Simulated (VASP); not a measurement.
# WS2 in VASP: a series of runs, part 2 of 2

VASP 6.6.1. Earlier steps stand in the parts before.

## 3. Single point, PBEsol+D3(BJ) (atoms displaced along a vibrational mode, the cell strained)

INCAR reads:

```
PREC     = Accurate       # precision mode
ENCUT    = 520            # plane-wave cutoff, eV
EDIFF    = 1E-7           # SCF threshold, eV
ISMEAR   = 0              # smearing method
SIGMA    = 0.05           # smearing width, eV
LREAL    = False          # projectors in reciprocal space
LASPH    = True           # aspherical terms in the spheres
NELM     = 100            # most SCF steps
ALGO     = Normal         # electronic algorithm
ISIF     = 2              # what is computed and relaxed
LWAVE    = False          # write WAVECAR
LCHARG   = False          # write CHGCAR
GGA      = PS             # functional
IVDW     = 12             # dispersion correction
NBANDS   = 20             # bands
```

KPOINTS reads:

```
regular mesh
0
Gamma
  12 12 2
```

POSCAR reads:

```
WS2
1.0
    3.1496284570      0.0000000000      0.0000000000
   -1.5748142285      2.7276582562      0.0000000000
    0.0000000000      0.0000000000     17.0768483000
W S
1 2
Direct
    0.3333333333      0.6666666667      0.0000000000
    0.6545016127      0.3333333333      0.9071447969
    0.6788317206      0.3333333333      0.0928552031
```

Potentials or basis: VASP PAW PBE potentials, release 64 (W_sv, S).

Run with:

```sh
> cat potpaw_PBE.64/W_sv/POTCAR potpaw_PBE.64/S/POTCAR > POTCAR
> mpirun -np 1 vasp_std > vasp.out
```

OUTCAR:

```text
PREC = Accurate
   ENCUT = 520
   EDIFF = 1E-7
   ISMEAR = 0
   LREAL = False
   LASPH = True
   NELM = 100
   ISIF = 2
   GGA = PS
   IVDW = 12
 IVDW          = 12

 ion  position               nearest neighbor table
   1  0.333  0.667  0.000-   3 2.39   2 2.39   2 2.41   3 2.41   2 2.44   3 2.44
   2  0.655  0.333  0.907-   1 2.39   1 2.41   1 2.44
   3  0.679  0.333  0.093-   1 2.39   1 2.41   1 2.44

  LATTYP: Found a hexagonal cell.
 ALAT       =     3.1496284570
 C/A-ratio  =     5.4218611919

  Lattice vectors:

 A1 = (   3.1496284570,   0.0000000000,   0.0000000000)
 A2 = (  -1.5748142285,   2.7276582562,   0.0000000000)
 A3 = (   0.0000000000,   0.0000000000,  17.0768483000)

Analysis of symmetry for initial positions (statically):
=====================================================================
 Subroutine PRICEL returns:
 Original cell was already a primitive cell.

 Routine SETGRP: Setting up the symmetry group for a
 hexagonal supercell.

 Subroutine GETGRP returns: Found  2 space group operations
 (whereof  2 operations were pure point group operations)
 out of a pool of 24 trial point group operations.

The static configuration has the point symmetry C_2 .

Analysis of symmetry for dynamics (positions and initial velocities):
=====================================================================
 Subroutine PRICEL returns:
 Original cell was already a primitive cell.

 Routine SETGRP: Setting up the symmetry group for a
 hexagonal supercell.

 Subroutine GETGRP returns: Found  2 space group operations
 (whereof  2 operations were pure point group operations)
 out of a pool of 24 trial point group operations.

The dynamic configuration has the point symmetry C_2 .

 Subroutine INISYM returns: Found  2 space group operations
 (whereof  2 operations are pure point group operations),
 and found     1 'primitive' translations

----------------------------------------------------------------------------------------

                                     Primitive cell

  volume of cell :     146.7091

  direct lattice vectors                    reciprocal lattice vectors
     3.149628457  0.000000000  0.000000000     0.317497766  0.183307421  0.000000000
    -1.574814228  2.727658256  0.000000000     0.000000000  0.366614842  0.000000000
     0.000000000  0.000000000 17.076848300     0.000000000  0.000000000  0.058558815

  length of vectors
     3.149628457  3.149628457 17.076848300     0.366614842  0.366614842  0.058558815

  position of ions in fractional coordinates (direct lattice)
     0.333333333  0.666666667  0.000000000
     0.654501613  0.333333333  0.907144797
     0.678831721  0.333333333  0.092855203

  ion indices of the primitive-cell ions
   primitive index   ion index
                 1           1
                 2           2
                 3           3

----------------------------------------------------------------------------------------

 KPOINTS: regular mesh

Automatic generation of k-mesh.
 Grid dimensions read from file:
 generate k-points for:   12   12    2

 Generating k-lattice:

  Cartesian coordinates                     Fractional coordinates (reciprocal lattice)
     0.026458147  0.015275618  0.000000000     0.083333333  0.000000000  0.000000000
     0.000000000  0.030551237  0.000000000     0.000000000  0.083333333  0.000000000
     0.000000000  0.000000000  0.029279407     0.000000000  0.000000000  0.500000000

  Length of vectors
     0.030551237  0.030551237  0.029279407

  Shift w.r.t. Gamma in fractional coordinates (k-lattice)
     0.000000000  0.000000000  0.000000000

 Subroutine IBZKPT returns following result:
 ===========================================

 Found     86 irreducible k-points:

 Following reciprocal coordinates:
            Coordinates               Weight
  0.000000  0.000000  0.000000      1.000000
  0.083333 -0.000000  0.000000      4.000000
  0.000000  0.083333  0.000000      2.000000
  0.166667  0.000000  0.000000      4.000000
  0.000000  0.166667  0.000000      2.000000
  0.250000 -0.000000  0.000000      4.000000
[... 16 lines left out ...]
 -0.083333  0.416667  0.000000      4.000000
 -0.416667  0.333333  0.000000      4.000000
 [... further k-points ...]
   k-points           NKPTS =     86   k-points in BZ     NKDIM =     86   number of bands    NBANDS=     20
   number of dos      NEDOS =    301   number of ions     NIONS =      3
   total plane-waves  NPLWV =  73728
   dimension x,y,z NGX =    24 NGY =   24 NGZ =  128
   dimension x,y,z NGXF=    48 NGYF=   48 NGZF=  256
   ions per type =               1   2
   NGX,Y,Z   is equivalent  to a cutoff of  12.67, 12.67, 12.46 a.u.
   NGXF,Y,Z  is equivalent  to a cutoff of  25.34, 25.34, 24.92 a.u.
 SYSTEM =  unknown system
   PREC   = accura    normal or accurate (medium, high low for compatibility)
   ISTART =      0    job   : 0-new  1-cont  2-samecut
   ICHARG =      2    charge: 1-file 2-atom 10-const
   ISPIN  =      1    spin polarized calculation?
   LNONCOLLINEAR =      F non collinear calculations
   LSORBIT =      F    spin-orbit coupling
   LASPH  =      T    aspherical Exc in radial PAW
   ENCUT  =  520.0 eV  38.22 Ry    6.18 a.u.   5.86  5.86 31.75*2*pi/ulx,y,z
   NELM   =    100;   NELMIN=  2; NELMDL= -5     # of ELM steps
   EDIFF  = 0.1E-06   stopping-criterion for ELM
   LREAL  =      F    real-space projection
   EDIFFG = 0.1E-05   stopping-criterion for IOM
   NSW    =      0    number of steps for IOM
   IBRION =     -1    ionic relax: 0-MD 1-quasi-New 2-CG
   NFREE  =      0    steps in history (QN), initial steepest desc. (CG)
   ISIF   =      2    stress and relaxation
   ISYM   =      2    0-nonsym 1-usesym 2-fastsym
   POTIM  = 0.5000    time-step for ionic-motion
   TEBEG  =    0.0;   TEEND  =   0.0 temperature during run
   PSTRESS=    0.0 pullay stress
   NELECT =      26.0000    total number of electrons
   NUPDOWN=      -1.0000    fix difference up-down
   EMIN   =  10.00;   EMAX   =-10.00  energy-range for DOS
   EFERMI =   0.00;   METHOD = LEGACY
   ISMEAR =     0;   SIGMA  =   0.05  broadening in eV -4-tet -1-fermi 0-gaus
   EFERMI_NEDOS =   21; number of points for ismear=-14 and -15
   IALGO  =     38    algorithm
   IMIX   =      4    mixing-type and parameters
     AMIX     =   0.40;   BMIX     =  1.00
     AMIX_MAG =   1.60;   BMIX_MAG =  1.00
  volume/ion in A,a.u.               =      48.90       330.01
  Fermi-wavevector in a.u.,A,eV,Ry     =   0.919560  1.737717 11.504969  0.845591
  Thomas-Fermi vector in A             =   2.044768
   LORBIT       =      0    0 simple, 1 ext, 2 COOP (PROOUT), +10 PAW based schemes
   GGA     = PS    functional components
   LHFCALC =     F    Hartree Fock is set to
   AEXX    =    0.0000 exact exchange contribution
   IVDW    =    12    specifies the selected vdW correction
   LEPSILON=     F    determine dielectric tensor
   LRPA    =     F    only Hartree local field effects (RPA)
 non-spin polarized calculation
 Gauss-broadening in eV      SIGMA  =   0.05
  energy-cutoff  :      520.00
  volume of cell :      146.71
 maximum number of plane-waves:      3988
   NGX = 11   NGY = 11   NGZ = 63

 number of electron      25.9999997 magnetization

 Free energy of the ion-electron system (eV)
  ---------------------------------------------------
  ext. energy  EPLUGINS =         0.00000000
  ---------------------------------------------------
  free energy    TOTEN  =       -25.22728923 eV

  energy without entropy =      -25.22728923  energy(sigma->0) =      -25.22728923

 E-fermi :  -0.7564     XC(G=0):  -4.5779

 val. band max:       -1.1623055371   @ k =   0.3333   0.3333   0.0000
 cond. band min:       0.7769444818   @ k =  -0.3333   0.1667   0.0000
 fundamental gap:      1.9392500189
 Fermi energy:        -0.7564300096

 k-point     1 :       0.0000    0.0000    0.0000
  band No.  band energies     occupation
      1     -75.1129      2.00000
      2     -39.3789      2.00000
      3     -39.1842      2.00000
      4     -39.1837      2.00000
      5     -15.9815      2.00000
      6     -14.3675      2.00000
[... 12 lines left out ...]
     19       4.3520      0.00000
[... 513 lines left out ...]
      4     -39.2725      2.00000
      5     -14.1059      2.00000
      6     -13.6569      2.00000
[... 12 lines left out ...]
     19       6.4124      0.00000
     20       6.5243      0.00000

 [... further k-points ...]

------------------------ aborting loop because EDIFF is reached ----------------------------------------

 Edisp (eV)   -0.74536

 E8    (eV) :    -0.5011

  FORCE on cell =-STRESS in cart. coord.  units (eV):
  Direction    XX          YY          ZZ          XY          YZ          ZX
  --------------------------------------------------------------------------------------
  -------------------------------------------------------------------------------------
  Total      -1.28563    -1.28839    -1.35493     0.00000     0.00000    -1.18566
  in kB     -14.04013   -14.07025   -14.79685     0.00000     0.00000   -12.94828
  external pressure =      -14.30 kB  Pullay stress =        0.00 kB

 VOLUME and BASIS-vectors are now :
 -----------------------------------------------------------------------------
  energy-cutoff  :      520.00
  volume of cell :      146.71
      direct lattice vectors                 reciprocal lattice vectors
     3.149628457  0.000000000  0.000000000     0.317497766  0.183307421  0.000000000
    -1.574814228  2.727658256  0.000000000     0.000000000  0.366614842  0.000000000
     0.000000000  0.000000000 17.076848300     0.000000000  0.000000000  0.058558815

 POSITION                                       TOTAL-FORCE (eV/Angst)
 -----------------------------------------------------------------------------------
     -0.00000      1.81844      0.00000         0.000000      0.023123      0.000000
      1.53650      0.90922     15.49117         0.373967     -0.011562      0.413959
      1.61313      0.90922      1.58567        -0.373967     -0.011562     -0.413959
 -----------------------------------------------------------------------------------
    total drift:                                0.000000      0.000001      0.000000

  FREE ENERGIE OF THE ION-ELECTRON SYSTEM (eV)
  ---------------------------------------------------
  free  energy   TOTEN  =       -25.9726469917 eV

  energy  without entropy=      -25.9726469917  energy(sigma->0) =      -25.97264699
```

It took 3.6 min on 1 thread of AMD EPYC 9R45 (Zen 5), shared host; peak memory 0.37 GiB.

Results:

```yaml
Free_energy: -25.9726 eV
Largest_force: 0.558 eV/Å
Band_gap_on_the_k_mesh: 1.94 eV (least direct gap 1.97 eV)
Dispersion_energy_per_atom: -0.248 eV
```

Forces on the atoms (eV/Å):
```
W    0.000  0.023  0.000
S    0.374 -0.012  0.414
S   -0.374 -0.012 -0.414
```

Caveat: the cell differs from its parent crystal (atoms displaced along a vibrational mode, the cell strained); there is no dipole correction, which matters where the two faces differ; the PAW data sets were made with another functional, which shifts forces and pressure a little; spin-orbit coupling is left out, which moves the levels of the heavy elements.

## 4. Single point, PBEsol+D3(BJ) (atoms displaced along a vibrational mode, the cell strained)

INCAR reads:

```
SYSTEM = WS2
PREC     = Accurate       ! precision mode
ENCUT    = 520            ! plane-wave cutoff, eV
EDIFF    = 1E-6           ! SCF threshold, eV
ISMEAR   = 0              ! smearing method
SIGMA    = 0.05           ! smearing width, eV
LREAL    = .FALSE.        ! projectors in reciprocal space
LASPH    = .TRUE.         ! aspherical terms in the spheres
NELM     = 60             ! most SCF steps
ALGO     = Normal         ! electronic algorithm
ISIF     = 2              ! what is computed and relaxed
LWAVE    = .FALSE.        ! write WAVECAR
LCHARG   = .FALSE.        ! write CHGCAR
GGA      = PS             ! functional
IVDW     = 12             ! dispersion correction
NBANDS   = 20             ! bands
```

KPOINTS reads:

```
regular mesh
0
G
  12 12 2
  0 0 0
```

POSCAR reads:

```
WS2
1.0
    3.1496284570      0.0000000000      0.0000000000
   -1.5748142285      2.7276582562      0.0000000000
    0.0000000000      0.0000000000     17.0768483000
W S
1 2
Direct
    0.3333333333      0.6666666667      0.0000000000
    0.6605841397      0.3333333333      0.9071447969
    0.6727491936      0.3333333333      0.0928552031
```

Run with:

```sh
> cat potpaw_PBE.64/W_sv/POTCAR potpaw_PBE.64/S/POTCAR > POTCAR
> mpirun -np 1 vasp_std > vasp.out
```

Run time: 3.3 min. Hardware: 1 thread of AMD EPYC 9R45 (Zen 5), shared host; peak memory 0.38 GiB.

It converged, with:

| Item | Value |
| --- | --- |
| Free energy | -25.9834 eV |
| Largest force | 0.467 eV/Å |
| Band gap on the k mesh | 1.94 eV (least direct gap 1.97 eV) |
| Dispersion energy per atom | -0.248 eV |

Forces in eV/Å, atoms in the order of the input:
```
W    0.000  0.006  0.000
S    0.187 -0.003  0.428
S   -0.187 -0.003 -0.428
```

Levels at points of the mesh, in eV from the valence-band top:
| k point | band 10 | band 11 | band 12 | band 13 | band 14 | band 15 | band 16 | band 17 |
| --- | --- | --- | --- | --- | --- | --- | --- | --- |
| (0.00, 0.00, 0.00) | -2.24 | -1.50 | -1.50 | -0.21 | 2.94 | 2.95 | 3.09 | 3.09 |
| (0.50, 0.00, 0.00) | -3.36 | -2.25 | -1.15 | -0.98 | 3.00 | 3.37 | 4.02 | 4.74 |
| (0.00, 0.50, 0.00) | -3.36 | -2.25 | -1.15 | -0.98 | 3.00 | 3.37 | 4.02 | 4.73 |
| (0.00, 0.00, 0.50) | -2.24 | -1.50 | -1.50 | -0.21 | 2.94 | 2.95 | 3.09 | 3.09 |
| (0.50, 0.00, 0.50) | -3.36 | -2.25 | -1.15 | -0.98 | 3.00 | 3.37 | 4.02 | 4.74 |
| (0.00, 0.50, 0.50) | -3.36 | -2.25 | -1.15 | -0.98 | 3.00 | 3.37 | 4.02 | 4.73 |

Caveat: the cell differs from its parent crystal (atoms displaced along a vibrational mode, the cell strained); there is no dipole correction, which matters where the two faces differ; the PAW data sets were made with another functional, which shifts forces and pressure a little; spin-orbit coupling is left out, which moves the levels of the heavy elements.

## 5. Single point, PBEsol+D3(BJ) (atoms displaced along a vibrational mode, the cell strained)

INCAR reads:

```
  ALGO = Normal
  EDIFF = 1E-6
  ENCUT = 520
  GGA = PS
  ISIF = 2
  ISMEAR = 0
  IVDW = 12
  LASPH = True
  LCHARG = False
  LREAL = False
  LWAVE = False
  NBANDS = 20
  NELM = 60
  PREC = Accurate
  SIGMA = 0.05
```

KPOINTS reads:

```
k-points
0
Gamma
  12 12 2
```

POSCAR reads:

```
WS2
1.0
    3.1496284570      0.0000000000      0.0000000000
   -1.5748142285      2.7276582562      0.0000000000
    0.0000000000      0.0000000000     17.0768483000
W S
1 2
Direct
    0.3333333333      0.6666666667      0.0000000000
    0.6484190858      0.3333333333      0.9071447969
    0.6849142475      0.3333333333      0.0928552031
```

Run with:

```sh
> cat potpaw_PBE.64/W_sv/POTCAR potpaw_PBE.64/S/POTCAR > POTCAR
> mpirun -np 1 vasp_std > vasp.out
```

Wall time 3.2 min (1 thread of AMD EPYC 9R45 (Zen 5), shared host); peak memory 0.38 GiB.

The run converged. Its results:

```
Free energy                : -25.9547 eV
Largest force              : 0.684 eV/Å
Band gap on the k mesh     : 1.93 eV (least direct gap 1.97 eV)
Dispersion energy per atom : -0.248 eV
```

Forces in eV/Å, atoms in the order of the input:
```
W    0.000  0.052  0.000
S    0.561 -0.026  0.391
S   -0.561 -0.026 -0.391
```

Levels at points of the mesh, in eV from the valence-band top:
```csv
k point,band 9,band 10,band 11,band 12,band 13,band 14,band 15,band 16,band 17,band 18
"(0.00, 0.00, 0.00)",-2.76,-2.22,-1.52,-1.51,-0.20,2.86,2.87,3.15,3.15,5.04
"(0.50, 0.00, 0.00)",-4.49,-3.37,-2.27,-1.15,-0.97,2.99,3.36,4.00,4.72,5.17
"(0.00, 0.50, 0.00)",-4.50,-3.36,-2.26,-1.15,-0.97,2.98,3.35,4.02,4.67,5.19
"(0.00, 0.00, 0.50)",-2.76,-2.22,-1.52,-1.51,-0.20,2.86,2.87,3.15,3.15,5.11
"(0.50, 0.00, 0.50)",-4.49,-3.37,-2.27,-1.15,-0.97,2.99,3.36,4.00,4.72,5.17
"(0.00, 0.50, 0.50)",-4.50,-3.36,-2.26,-1.15,-0.97,2.98,3.35,4.02,4.67,5.19
```

Caveat: the cell differs from its parent crystal (atoms displaced along a vibrational mode, the cell strained); there is no dipole correction, which matters where the two faces differ; the PAW data sets were made with another functional, which shifts forces and pressure a little; spin-orbit coupling is left out, which moves the levels of the heavy elements.

## 6. Overview

| cell | gap on the mesh (eV) | largest force (eV/Å) |
| --- | --- | --- |
| as given, atomic positions A | 1.92 | 0.83 |
| as given, atomic positions B | 1.94 | 0.56 |
| as given, atomic positions C | 1.94 | 0.47 |
| as given, atomic positions D | 1.93 | 0.68 |

Alike in all rows: task single point; level PBEsol+D3(BJ); potentials or basis VASP PAW PBE potentials, release 64 (W_sv, S); no spin polarisation; k mesh 12 × 12 × 2; cutoff (eV) 520; smearing gaussian 0.05 eV.

Caveats: there is no dipole correction, which matters where the two faces differ; the PAW data sets were made with another functional, which shifts forces and pressure a little; spin-orbit coupling is left out, which moves the levels of the heavy elements.

Absolute energies hang on the potentials; compare differences alone.
